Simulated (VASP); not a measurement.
# C12N in VASP: single point with PBE

Aim: the single point of C12N with PBE.

Program: VASP 6.6.1. These are calculated values, not measurements. Logs are shortened: lines on timing, memory, paths and dates and some standing lists are left out, and cuts for length are marked.

### 1 The cell of the first run

The cell holds a slab with vacuum, 26 atoms: a = 5.051 Å, b = 5.051 Å, c = 22.375 Å, α = 90.00°, β = 90.00°, γ = 90.00°.

### 2 Single point, PBE

File INCAR:

```
SYSTEM = C12N
PREC     = Accurate       ! precision mode
ENCUT    = 520            ! plane-wave cutoff, eV
EDIFF    = 1E-7           ! SCF threshold, eV
ISMEAR   = 0              ! smearing method
SIGMA    = 0.05           ! smearing width, eV
LREAL    = Auto         
LASPH    = .TRUE.         ! aspherical terms in the spheres
NELM     = 100            ! most SCF steps
ALGO     = Normal         ! electronic algorithm
ISIF     = 2              ! what is computed and relaxed
LWAVE    = .FALSE.        ! write WAVECAR
LCHARG   = .FALSE.        ! write CHGCAR
LDIPOL   = .TRUE.       
IDIPOL   = 3            
DIPOL    = 0.5 0.5 0.290
GGA      = PE             ! functional
NBANDS   = 72             ! bands
```

File KPOINTS:

```
Automatic mesh
0
G
  5 5 1
  0 0 0
```

File POSCAR:

```
C12N
1.0
    5.0509324483      0.0000000000      0.0000000000
    0.0000000000      5.0509324483      0.0000000000
    0.0000000000      0.0000000000     22.3754933530
C N
24 2
Direct
    0.0000000000      0.2500000000      0.1787670080
    0.0000000000      0.7500000000      0.1787670080
    0.5000000000      0.2500000000      0.1787670080
    0.5000000000      0.7500000000      0.1787670080
    0.0000000000      0.0000000000      0.2186716990
    0.0000000000      0.5000000000      0.2186716990
    0.5000000000      0.0000000000      0.2186716990
    0.5000000000      0.5000000000      0.2186716990
    0.2500000000      0.0000000000      0.2585763899
    0.2500000000      0.5000000000      0.2585763899
    0.7500000000      0.0000000000      0.2585763899
    0.7500000000      0.5000000000      0.2585763899
    0.2500000000      0.2500000000      0.2976014419
    0.2500000000      0.7500000000      0.2976014419
    0.7500000000      0.2500000000      0.2976014419
    0.7500000000      0.7500000000      0.2976014419
    0.0000000000      0.2500000000      0.3394883053
    0.0000000000      0.7500000000      0.3394883053
    0.5000000000      0.2500000000      0.3394883053
    0.5000000000      0.7500000000      0.3394883053
    0.0000000000      0.0000000000      0.3743154719
    0.0000000000      0.5000000000      0.3743154719
    0.5000000000      0.0000000000      0.3743154719
    0.5000000000      0.5000000000      0.3743154719
    0.4532231147      0.3750000000      0.4386715948
    1.0467768853      0.3750000000      0.4386715948
```

Potentials or basis: VASP PAW PBE potentials, release 64 (C, N).

The run is started by

```console
> cat potpaw_PBE.64/C/POTCAR potpaw_PBE.64/N/POTCAR > POTCAR
> mpirun -np 1 vasp_std > vasp.out
```

OUTCAR:

```text
SYSTEM = C12N
   PREC = Accurate
   ENCUT = 520
   EDIFF = 1E-7
   ISMEAR = 0
   LREAL = Auto
   LASPH = .TRUE.
   NELM = 100
   ISIF = 2
   GGA = PE

 ion  position               nearest neighbor table
   1  0.000  0.250  0.179-   5 1.55   6 1.55
   2  0.000  0.750  0.179-   5 1.55   6 1.55
   3  0.500  0.250  0.179-   7 1.55   8 1.55
   4  0.500  0.750  0.179-   7 1.55   8 1.55
   5  0.000  0.000  0.219-   9 1.55  11 1.55   1 1.55   2 1.55
   6  0.000  0.500  0.219-  10 1.55  12 1.55   1 1.55   2 1.55
   7  0.500  0.000  0.219-   9 1.55  11 1.55   3 1.55   4 1.55
   8  0.500  0.500  0.219-  10 1.55  12 1.55   3 1.55   4 1.55
   9  0.250  0.000  0.259-  13 1.54  14 1.54   5 1.55   7 1.55
  10  0.250  0.500  0.259-  13 1.54  14 1.54   6 1.55   8 1.55
[... 8 lines left out ...]
  19  0.500  0.250  0.339-  23 1.48  24 1.48  13 1.57  15 1.57
  20  0.500  0.750  0.339-  23 1.48  24 1.48  14 1.57  16 1.57
  21  0.000  0.000  0.374-  17 1.48  18 1.48
  22  0.000  0.500  0.374-  17 1.48  18 1.48  26 1.59
  23  0.500  0.000  0.374-  19 1.48  20 1.48
  24  0.500  0.500  0.374-  19 1.48  20 1.48  25 1.59
  25  0.453  0.375  0.439-  24 1.59
  26  0.047  0.375  0.439-  22 1.59

  LATTYP: Found a simple tetragonal cell.
 ALAT       =     5.0509324483
 C/A-ratio  =     4.4299727985

  Lattice vectors:

 A1 = (   5.0509324483,   0.0000000000,   0.0000000000)
 A2 = (   0.0000000000,   5.0509324483,   0.0000000000)
 A3 = (   0.0000000000,   0.0000000000,  22.3754933530)

Analysis of symmetry for initial positions (statically):
=====================================================================
 Subroutine PRICEL returns:
 Original cell was already a primitive cell.

 Routine SETGRP: Setting up the symmetry group for a
 simple tetragonal supercell.

 Subroutine GETGRP returns: Found  2 space group operations
 (whereof  1 operations were pure point group operations)
 out of a pool of 16 trial point group operations.

The static configuration has the point symmetry C_1 .
 The point group associated with its full space group is C_1h.

Analysis of symmetry for dynamics (positions and initial velocities):
=====================================================================
 Subroutine PRICEL returns:
 Original cell was already a primitive cell.

 Routine SETGRP: Setting up the symmetry group for a
 simple tetragonal supercell.

 Subroutine GETGRP returns: Found  2 space group operations
 (whereof  1 operations were pure point group operations)
 out of a pool of 16 trial point group operations.

The dynamic configuration has the point symmetry C_1 .
 The point group associated with its full space group is C_1h.

 Subroutine INISYM returns: Found  2 space group operations
 (whereof  1 operations are pure point group operations),
 and found     1 'primitive' translations

----------------------------------------------------------------------------------------

                                     Primitive cell

  volume of cell :     570.8418

  direct lattice vectors                    reciprocal lattice vectors
     5.050932448  0.000000000  0.000000000     0.197983246  0.000000000  0.000000000
     0.000000000  5.050932448  0.000000000     0.000000000  0.197983246  0.000000000
     0.000000000  0.000000000 22.375493353     0.000000000  0.000000000  0.044691752

  length of vectors
     5.050932448  5.050932448 22.375493353     0.197983246  0.197983246  0.044691752

  position of ions in fractional coordinates (direct lattice)
     0.000000000  0.250000000  0.178767008
     0.000000000  0.750000000  0.178767008
     0.500000000  0.250000000  0.178767008
     0.500000000  0.750000000  0.178767008
     0.000000000  0.000000000  0.218671699
     0.000000000  0.500000000  0.218671699
[... 18 lines left out ...]
     0.453223115  0.375000000  0.438671595
     0.046776885  0.375000000  0.438671595

  ion indices of the primitive-cell ions
   primitive index   ion index
                 1           1
                 2           2
                 3           3
                 4           4
                 5           5
                 6           6
[... 18 lines left out ...]
                25          25
                26          26

----------------------------------------------------------------------------------------

 KPOINTS: Automatic mesh

Automatic generation of k-mesh.
 Grid dimensions read from file:
 generate k-points for:    5    5    1

 Generating k-lattice:

  Cartesian coordinates                     Fractional coordinates (reciprocal lattice)
     0.039596649  0.000000000  0.000000000     0.200000000  0.000000000  0.000000000
     0.000000000  0.039596649  0.000000000     0.000000000  0.200000000  0.000000000
     0.000000000  0.000000000  0.044691752     0.000000000  0.000000000  1.000000000

  Length of vectors
     0.039596649  0.039596649  0.044691752

  Shift w.r.t. Gamma in fractional coordinates (k-lattice)
     0.000000000  0.000000000  0.000000000

 Subroutine IBZKPT returns following result:
 ===========================================

 Found      9 irreducible k-points:

 Following reciprocal coordinates:
            Coordinates               Weight
  0.000000  0.000000  0.000000      1.000000
  0.200000  0.000000  0.000000      2.000000
  0.000000  0.200000  0.000000      2.000000
  0.400000  0.000000  0.000000      2.000000
  0.000000  0.400000  0.000000      2.000000
  0.200000  0.200000  0.000000      4.000000
  0.400000  0.200000  0.000000      4.000000
 -0.200000  0.400000  0.000000      4.000000
  0.400000  0.400000  0.000000      4.000000
   k-points           NKPTS =      9   k-points in BZ     NKDIM =      9   number of bands    NBANDS=     72
   number of dos      NEDOS =    301   number of ions     NIONS =     26
   total plane-waves  NPLWV = 268800
   dimension x,y,z NGX =    40 NGY =   40 NGZ =  168
   dimension x,y,z NGXF=    80 NGYF=   80 NGZF=  336
   ions per type =              24   2
   NGX,Y,Z   is equivalent  to a cutoff of  13.17, 13.17, 12.48 a.u.
   NGXF,Y,Z  is equivalent  to a cutoff of  26.33, 26.33, 24.96 a.u.
 SYSTEM =  C12N
   PREC   = accura    normal or accurate (medium, high low for compatibility)
   ISTART =      0    job   : 0-new  1-cont  2-samecut
   ICHARG =      2    charge: 1-file 2-atom 10-const
   ISPIN  =      1    spin polarized calculation?
   LNONCOLLINEAR =      F non collinear calculations
   LSORBIT =      F    spin-orbit coupling
   LASPH  =      T    aspherical Exc in radial PAW
   ENCUT  =  520.0 eV  38.22 Ry    6.18 a.u.   9.39  9.39 41.60*2*pi/ulx,y,z
   NELM   =    100;   NELMIN=  2; NELMDL= -5     # of ELM steps
   EDIFF  = 0.1E-06   stopping-criterion for ELM
   LREAL  =      T    real-space projection
   EDIFFG = 0.1E-05   stopping-criterion for IOM
   NSW    =      0    number of steps for IOM
   IBRION =     -1    ionic relax: 0-MD 1-quasi-New 2-CG
   NFREE  =      0    steps in history (QN), initial steepest desc. (CG)
   ISIF   =      2    stress and relaxation
   ISYM   =      2    0-nonsym 1-usesym 2-fastsym
   POTIM  = 0.5000    time-step for ionic-motion
   TEBEG  =    0.0;   TEEND  =   0.0 temperature during run
   PSTRESS=    0.0 pullay stress
   NELECT =     106.0000    total number of electrons
   NUPDOWN=      -1.0000    fix difference up-down
   EMIN   =  10.00;   EMAX   =-10.00  energy-range for DOS
   EFERMI =   0.00;   METHOD = LEGACY
   ISMEAR =     0;   SIGMA  =   0.05  broadening in eV -4-tet -1-fermi 0-gaus
   EFERMI_NEDOS =   21; number of points for ismear=-14 and -15
   IALGO  =     38    algorithm
   IMIX   =      4    mixing-type and parameters
     AMIX     =   0.40;   BMIX     =  1.00
     AMIX_MAG =   1.60;   BMIX_MAG =  1.00
  volume/ion in A,a.u.               =      21.96       148.16
  Fermi-wavevector in a.u.,A,eV,Ry     =   0.933981  1.764969 11.868650  0.872321
  Thomas-Fermi vector in A             =   2.060739
   LORBIT       =      0    0 simple, 1 ext, 2 COOP (PROOUT), +10 PAW based schemes
   GGA     = PE    functional components
   LHFCALC =     F    Hartree Fock is set to
   AEXX    =    0.0000 exact exchange contribution
   IVDW    =     0    specifies the selected vdW correction
   LEPSILON=     F    determine dielectric tensor
   LRPA    =     F    only Hartree local field effects (RPA)
 non-spin polarized calculation
 Gauss-broadening in eV      SIGMA  =   0.05
  energy-cutoff  :      520.00
  volume of cell :      570.84
 maximum number of plane-waves:     15407
 NGX is ok and might be reduce to    40
   NGX = 19   NGY = 19   NGZ = 83

 dipolmoment           0.000000      0.000000      0.216859 electrons x Angstroem

 number of electron     106.0000009 magnetization

 dipolmoment           0.000000      0.000000     -0.030456 electrons x Angstroem

 Free energy of the ion-electron system (eV)
  ---------------------------------------------------
  ext. energy  EPLUGINS =         0.00000000
  ---------------------------------------------------
  free energy    TOTEN  =      -204.48187274 eV

  energy without entropy =     -204.46965035  energy(sigma->0) =     -204.47576155

 E-fermi :  -2.8786     XC(G=0):  -4.4949

 val. band max:       -2.8846774702   @ k =   0.2000   0.0000   0.0000
 cond. band min:      -2.8664431525   @ k =   0.0000   0.4000   0.0000
 fundamental gap:      0.0182343176
 Fermi energy:        -2.8786486464

 k-point     1 :       0.0000    0.0000    0.0000
  band No.  band energies     occupation
      1     -23.8264      2.00000
      2     -21.3483      2.00000
      3     -19.7408      2.00000
      4     -19.6606      2.00000
      5     -19.6116      2.00000
      6     -19.4602      2.00000
[... 57 lines left out ...]
     64       1.9762      0.00000
     65       2.3692      0.00000

 k-point     2 :       0.2000    0.0000    0.0000
  band No.  band energies     occupation
      1     -23.6458      2.00000
      2     -21.1899      2.00000
      3     -21.0208      2.00000
      4     -19.5784      2.00000
      5     -19.2917      2.00000
      6     -19.1538      2.00000
[... 57 lines left out ...]
     64       2.2168      0.00000
     65       2.7733      0.00000

 k-point     3 :       0.0000    0.2000    0.0000
  band No.  band energies     occupation
      1     -23.6461      2.00000
      2     -21.2131      2.00000
      3     -20.9754      2.00000
      4     -19.5051      2.00000
      5     -19.4450      2.00000
      6     -19.1295      2.00000
[... 397 lines left out ...]
     64       3.2502      0.00000
     65       3.9073      0.00000

 k-point     9 :       0.4000    0.4000    0.0000
  band No.  band energies     occupation
      1     -22.3983      2.00000
      2     -21.5340      2.00000
      3     -21.5009      2.00000
      4     -20.6509      2.00000
      5     -20.0928      2.00000
      6     -19.3825      2.00000
[... 57 lines left out ...]
     64       3.2705      0.00000
     65       3.9782      0.00000
 [bands above 65 left out]

------------------------ aborting loop because EDIFF is reached ----------------------------------------

 vacuum level on the upper side and lower side of the slab       (xc-potential included)        -0.162         0.047

  FORCE on cell =-STRESS in cart. coord.  units (eV):
  Direction    XX          YY          ZZ          XY          YZ          ZX
  --------------------------------------------------------------------------------------
  -------------------------------------------------------------------------------------
  Total      -24.4240105    -11.1680335    -11.3996126      0.0000000      6.1544506      0.0000000
  in kB      -68.5506882    -31.3452365    -31.9952077      0.0000000     17.2736505      0.0000000
  external PRESSURE =     -43.9637108 kB  Pullay stress =       0.0000000 kB

 VOLUME and BASIS-vectors are now :
 -----------------------------------------------------------------------------
  energy-cutoff  :      520.00
  volume of cell :      570.84
      direct lattice vectors                 reciprocal lattice vectors
     5.050932448  0.000000000  0.000000000     0.197983246  0.000000000  0.000000000
     0.000000000  5.050932448  0.000000000     0.000000000  0.197983246  0.000000000
     0.000000000  0.000000000 22.375493353     0.000000000  0.000000000  0.044691752

 POSITION                                       TOTAL-FORCE (eV/Angst)
 -----------------------------------------------------------------------------------
      0.00000      1.26273      4.00000        -0.077776     -0.001413      2.197478
      0.00000      3.78820      4.00000        -0.091538     -0.020760      2.206738
      2.52547      1.26273      4.00000         0.077776     -0.001413      2.197478
      2.52547      3.78820      4.00000         0.091538     -0.020760      2.206738
      0.00000      0.00000      4.89289         0.108763     -0.011062     -2.553206
      0.00000      2.52547      4.89289         0.065801      0.061018     -2.562771
[... 18 lines left out ...]
      2.28920      1.89410      9.81549        -1.951939      2.062783     -2.952098
      0.23627      1.89410      9.81549         1.951939      2.062783     -2.952098
 -----------------------------------------------------------------------------------
    total drift:                                0.000000      0.000411      0.043449

  FREE ENERGIE OF THE ION-ELECTRON SYSTEM (eV)
  ---------------------------------------------------
  free  energy   TOTEN  =      -204.4818727411 eV

  energy  without entropy=     -204.4696503539  energy(sigma->0) =     -204.47576155

 vacuum level on the upper side and lower side of the slab         4.310         4.523
```

It took 17 min on 1 thread of AMD EPYC 7R13 (Zen 3), shared host; peak memory 0.64 GiB.

Results:

* Free energy: -204.4819 eV
* Largest force: 5.253 eV/Å

Forces on the atoms (eV/Å):
```
C   -0.078 -0.001  2.197
C   -0.092 -0.021  2.207
C    0.078 -0.001  2.197
C    0.092 -0.021  2.207
C    0.109 -0.011 -2.553
C    0.066  0.061 -2.563
C   -0.109 -0.011 -2.553
C   -0.066  0.061 -2.563
C    0.000  0.067  0.106
C    0.000 -0.118  0.159
C    0.000  0.070  0.168
C    0.000 -0.135  0.163
C    0.000 -0.019 -0.147
C    0.000 -0.007  0.191
C    0.000 -0.129 -0.378
C    0.000 -0.176  0.069
C   -0.367 -0.106 -1.661
C    0.034  0.429  0.882
C    0.367 -0.106 -1.661
C   -0.034  0.429  0.882
C    0.383  1.519  0.701
C   -1.024 -3.709  3.576
C   -0.383  1.519  0.701
C    1.024 -3.709  3.576
N   -1.952  2.063 -2.952
N    1.952  2.063 -2.952
```
